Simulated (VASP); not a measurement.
# CoPtO2 (R-3m) in VASP: settings compared, part 2 of 2

VASP 6.6.1. The steps go on from the part before.

### Step 3. Single point, PBEsol, collinear spin, ferromagnetic start (9.64 Å³/atom)

Input file INCAR:

```
SYSTEM = CoPtO2
ALGO = Normal
EDIFF = 1E-6
ENCUT = 520
GGA = PS
ISIF = 2
ISMEAR = -1
ISPIN = 2
LASPH = .True.
LCHARG = .False.
LMAXMIX = 4
LORBIT = 11
LREAL = .False.
LWAVE = .False.
MAGMOM = 0 2 0 0
NBANDS = 28
NELM = 150
PREC = Accurate
SIGMA = 0.05
```

Input file KPOINTS:

```
k-points
0
Gamma
  11 11 11
  0 0 0
```

Input file POSCAR:

```
CoPtO2
1.0
    1.3834399927      0.7987294522      5.8181430658
   -1.3834399927      0.7987294522      5.8181430658
    0.0000000000     -1.5974589044      5.8181430658
Pt Co O
1 1 2
Direct
    0.0000000000      0.0000000000      0.0000000000
    0.5000000000      0.5000000000      0.5000000000
    0.1122440300      0.1122440300      0.1122440300
    0.8877559700      0.8877559700      0.8877559700
```

Potentials or basis: VASP PAW PBE potentials, release 64 (Pt, Co, O).

Command:

```sh
$ cat potpaw_PBE.64/Pt/POTCAR potpaw_PBE.64/Co/POTCAR potpaw_PBE.64/O/POTCAR > POTCAR
$ mpirun -np 1 vasp_std > vasp.out
```

OUTCAR:

```text
SYSTEM = CoPtO2
   EDIFF = 1E-6
   ENCUT = 520
   GGA = PS
   ISIF = 2
   ISMEAR = -1
   ISPIN = 2
   LASPH = .True.
   LORBIT = 11
   LREAL = .False.
   NELM = 150
   PREC = Accurate

 ion  position               nearest neighbor table
   1  0.000  0.000  0.000-   3 1.96   4 1.96
   2  0.500  0.500  0.500-   3 1.86   3 1.86   4 1.86   4 1.86   3 1.86   4 1.86
   3  0.112  0.112  0.112-   2 1.86   2 1.86   2 1.86   1 1.96
   4  0.888  0.888  0.888-   2 1.86   2 1.86   2 1.86   1 1.96

  LATTYP: Found a trigonal (rhomboedric) cell.
 ALAT       =     6.0334619983
 COS(alpha) =     0.8948480128

  Lattice vectors:

 A1 = (   1.3834399927,   0.7987294522,   5.8181430658)
 A2 = (  -1.3834399927,   0.7987294522,   5.8181430658)
 A3 = (   0.0000000000,  -1.5974589044,   5.8181430658)

Analysis of symmetry for initial positions (statically):
=====================================================================
 Subroutine PRICEL returns:
 Original cell was already a primitive cell.

 Routine SETGRP: Setting up the symmetry group for a
 trigonal (rhombohedral) supercell.

 Subroutine GETGRP returns: Found 12 space group operations
 (whereof 12 operations were pure point group operations)
 out of a pool of 12 trial point group operations.

The static configuration has the point symmetry D_3d.

Analysis of symmetry for dynamics (positions and initial velocities):
=====================================================================
 Subroutine PRICEL returns:
 Original cell was already a primitive cell.

 Routine SETGRP: Setting up the symmetry group for a
 trigonal (rhombohedral) supercell.

 Subroutine GETGRP returns: Found 12 space group operations
 (whereof 12 operations were pure point group operations)
 out of a pool of 12 trial point group operations.

The dynamic configuration has the point symmetry D_3d.

Analysis of structural, dynamic, and magnetic symmetry:
=====================================================================
 Subroutine PRICEL returns:
 Original cell was already a primitive cell.

 Routine SETGRP: Setting up the symmetry group for a
 trigonal (rhombohedral) supercell.

 Subroutine GETGRP returns: Found 12 space group operations
 (whereof 12 operations were pure point group operations)
 out of a pool of 12 trial point group operations.

The overall configuration has the point symmetry D_3d.

 Subroutine INISYM returns: Found 12 space group operations
 (whereof 12 operations are pure point group operations),
 and found     1 'primitive' translations

----------------------------------------------------------------------------------------

                                     Primitive cell

  volume of cell :      38.5741

  direct lattice vectors                    reciprocal lattice vectors
     1.383439993  0.798729452  5.818143066     0.361417917  0.208664731  0.057292048
    -1.383439993  0.798729452  5.818143066    -0.361417917  0.208664731  0.057292048
     0.000000000 -1.597458904  5.818143066     0.000000000 -0.417329463  0.057292048

  length of vectors
     6.033461998  6.033461998  6.033461998     0.421243706  0.421243706  0.421243706

  position of ions in fractional coordinates (direct lattice)
[... 75 lines left out ...]
   ISTART =      0    job   : 0-new  1-cont  2-samecut
   ICHARG =      2    charge: 1-file 2-atom 10-const
   ISPIN  =      2    spin polarized calculation?
   LNONCOLLINEAR =      F non collinear calculations
   LSORBIT =      F    spin-orbit coupling
   LASPH  =      T    aspherical Exc in radial PAW
   ENCUT  =  520.0 eV  38.22 Ry    6.18 a.u.  11.22 11.22 11.22*2*pi/ulx,y,z
   NELM   =    150;   NELMIN=  2; NELMDL= -5     # of ELM steps
   EDIFF  = 0.1E-05   stopping-criterion for ELM
   LREAL  =      F    real-space projection
[... 7 lines left out ...]
   TEBEG  =    0.0;   TEEND  =   0.0 temperature during run
   PSTRESS=    0.0 pullay stress
   NELECT =      31.0000    total number of electrons
   NUPDOWN=      -1.0000    fix difference up-down
   EMIN   =  10.00;   EMAX   =-10.00  energy-range for DOS
   EFERMI =   0.00;   METHOD = LEGACY
   ISMEAR =    -1;   SIGMA  =   0.05  broadening in eV -4-tet -1-fermi 0-gaus
   EFERMI_NEDOS =   21; number of points for ismear=-14 and -15
   IALGO  =     38    algorithm
   IMIX   =      4    mixing-type and parameters
     AMIX     =   0.40;   BMIX     =  1.00
     AMIX_MAG =   1.60;   BMIX_MAG =  1.00
  volume/ion in A,a.u.               =       9.64        65.08
  Fermi-wavevector in a.u.,A,eV,Ry     =   1.522054  2.876266 31.519931  2.316650
  Thomas-Fermi vector in A             =   2.630686
   LORBIT       =     11    0 simple, 1 ext, 2 COOP (PROOUT), +10 PAW based schemes
   GGA     = PS    functional components
   LHFCALC =     F    Hartree Fock is set to
   AEXX    =    0.0000 exact exchange contribution
   IVDW    =     0    specifies the selected vdW correction
   LEPSILON=     F    determine dielectric tensor
   LRPA    =     F    only Hartree local field effects (RPA)
 spin polarized calculation
  energy-cutoff  :      520.00
  volume of cell :       38.57
 maximum number of plane-waves:      1051
 NGX is ok and might be reduce to    48
   NGX = 23   NGY = 23   NGZ = 23

 number of electron      31.0000006 magnetization       0.0020138

 number of electron      31.0000006 magnetization      -0.0000984

 Free energy of the ion-electron system (eV)
  ---------------------------------------------------
  ext. energy  EPLUGINS =         0.00000000
  ---------------------------------------------------
  free energy    TOTEN  =       -28.69054584 eV

  energy without entropy =      -28.68722214  energy(sigma->0) =      -28.68888399

 E-fermi :   9.7480     XC(G=0): -13.2988

 val. band max:        9.6583616434   @ k =  -0.3636  -0.3636   0.0909
 cond. band min:       9.8647392851   @ k =   0.4545   0.4545   0.0000
 fundamental gap:      0.2063776418
 Fermi energy:         9.7479824765

 spin component 1

 k-point     1 :       0.0000    0.0000    0.0000
  band No.  band energies     occupation
      1     -12.6203      1.00000
      2     -10.4448      1.00000
      3      -0.8057      1.00000
      4       1.9666      1.00000
      5       2.5301      1.00000
      6       2.5301      1.00000
[... 709 lines left out ...]
     26      27.8839      0.00000
     27      28.1337      0.00000

 [... further k-points ...]

 spin component 2

 k-point     1 :       0.0000    0.0000    0.0000
  band No.  band energies     occupation
      1     -12.6202      1.00000
      2     -10.4447      1.00000
      3      -0.8057      1.00000
      4       1.9666      1.00000
      5       2.5301      1.00000
      6       2.5301      1.00000
[... 709 lines left out ...]
     26      27.8839      0.00000
     27      28.1337      0.00000

 [... further k-points ...]

 [bands above 27 left out]

------------------------ aborting loop because EDIFF is reached ----------------------------------------

  FORCE on cell =-STRESS in cart. coord.  units (eV):
  Direction    XX          YY          ZZ          XY          YZ          ZX
  --------------------------------------------------------------------------------------
  -------------------------------------------------------------------------------------
  Total        3.0111536      3.0111536      3.9596610     -0.0000000     -0.0000000      0.0000000
  in kB      125.0684639    125.0684639    164.4647822     -0.0000000     -0.0000000      0.0000000
  external PRESSURE =     138.2005700 kB  Pullay stress =       0.0000000 kB

 VOLUME and BASIS-vectors are now :
 -----------------------------------------------------------------------------
  energy-cutoff  :      520.00
  volume of cell :       38.57
      direct lattice vectors                 reciprocal lattice vectors
     1.383439993  0.798729452  5.818143066     0.361417917  0.208664731  0.057292048
    -1.383439993  0.798729452  5.818143066    -0.361417917  0.208664731  0.057292048
     0.000000000 -1.597458904  5.818143066     0.000000000 -0.417329463  0.057292048

 POSITION                                       TOTAL-FORCE (eV/Angst)
 -----------------------------------------------------------------------------------
      0.00000      0.00000      0.00000         0.000000      0.000000     -0.000000
      0.00000      0.00000      8.72721        -0.000000     -0.000000      0.000000
      0.00000      0.00000      1.95916         0.000000      0.000000     -0.118492
      0.00000      0.00000     15.49527         0.000000     -0.000000      0.118492
 -----------------------------------------------------------------------------------
    total drift:                                0.000000      0.000000     -0.000000

  FREE ENERGIE OF THE ION-ELECTRON SYSTEM (eV)
  ---------------------------------------------------
  free  energy   TOTEN  =       -28.6905458416 eV

  energy  without entropy=      -28.6872221412  energy(sigma->0) =      -28.68888399

 total charge

# of ion       s       p       d       tot
------------------------------------------
    1        0.681   0.654   8.058   9.393
    2        0.470   0.761   7.456   8.688
    3        1.552   3.480   0.000   5.031
    4        1.552   3.480   0.000   5.031
--------------------------------------------------
tot          4.255   8.375  15.514  28.143

 magnetization (x)

# of ion       s       p       d       tot
------------------------------------------
    1        0.000   0.000   0.000   0.000
    2       -0.000  -0.000  -0.000  -0.000
    3        0.000   0.000   0.000   0.000
    4        0.000   0.000   0.000   0.000
--------------------------------------------------
tot          0.000   0.000  -0.000  -0.000
```

OSZICAR:

```text
N       E                     dE             d eps       ncg     rms          rms(c)
DAV:   1     0.238204680915E+03    0.23820E+03   -0.14612E+04 16744   0.124E+03
DAV:   2    -0.143313541913E+02   -0.25254E+03   -0.22494E+03 17156   0.315E+02
DAV:   3    -0.326924926981E+02   -0.18361E+02   -0.17531E+02 18616   0.917E+01
DAV:   4    -0.329671355791E+02   -0.27464E+00   -0.27391E+00 18580   0.110E+01
DAV:   5    -0.329725988764E+02   -0.54633E-02   -0.54627E-02 19660   0.160E+00    0.334E+01
DAV:   6    -0.353259350259E+02   -0.23533E+01   -0.33297E+01 19624   0.834E+01    0.387E+01
DAV:   7    -0.297195564236E+02    0.56064E+01   -0.24761E+01 20236   0.109E+02    0.197E+01
DAV:   8    -0.287290240244E+02    0.99053E+00   -0.44796E+00 21192   0.183E+01    0.640E+00
DAV:   9    -0.287012997131E+02    0.27724E-01   -0.28271E-01 19076   0.532E+00    0.276E+00
DAV:  10    -0.286993947364E+02    0.19050E-02   -0.19552E-02 22912   0.178E+00    0.155E+00
DAV:  11    -0.286935149637E+02    0.58798E-02   -0.32509E-03 21920   0.631E-01    0.780E-01
DAV:  12    -0.286915819254E+02    0.19330E-02   -0.11143E-03 22624   0.548E-01    0.424E-01
DAV:  13    -0.286908536047E+02    0.72832E-03   -0.47371E-04 24872   0.355E-01    0.242E-01
DAV:  14    -0.286905399018E+02    0.31370E-03   -0.32461E-04 23212   0.348E-01    0.579E-02
DAV:  15    -0.286905505123E+02   -0.10610E-04   -0.97338E-05 23380   0.912E-02    0.370E-02
DAV:  16    -0.286905453174E+02    0.51949E-05   -0.79535E-06 21084   0.416E-02    0.115E-02
DAV:  17    -0.286905458416E+02   -0.52422E-06   -0.20962E-06 16756   0.125E-02
   1 F= -.28690546E+02 E0= -.28688884E+02  d E =-.332370E-02  mag=    -0.0000
```

Wall time 15 min (1 thread of Intel Xeon Platinum 8488C (Sapphire Rapids), shared host); peak memory 0.58 GiB.

What came out:

```yaml
Free_energy: -28.6905 eV
Pressure: 13.8 GPa
Largest_force: 0.118 eV/Å
Net_moment: 0.00 μB per cell
Valence_electrons_inside_the_program's_atomic_spheres: Pt 9.39; Co 8.69; O 5.03
```

Forces on the atoms (eV/Å):
```
Pt   0.000  0.000  0.000
Co   0.000  0.000  0.000
O    0.000  0.000 -0.118
O    0.000  0.000  0.118
```

Caveat: the cell stands under pressure; the PAW data sets were made with another functional, which shifts forces and pressure a little; spin-orbit coupling is left out, which moves the levels of the heavy elements; semilocal functionals often make such compounds metallic where correlation or magnetic order opens a gap, which also shifts bond lengths. With open d or f shells a metallic result of PBEsol can be an artefact of self-interaction; +U or a hybrid may open a gap.
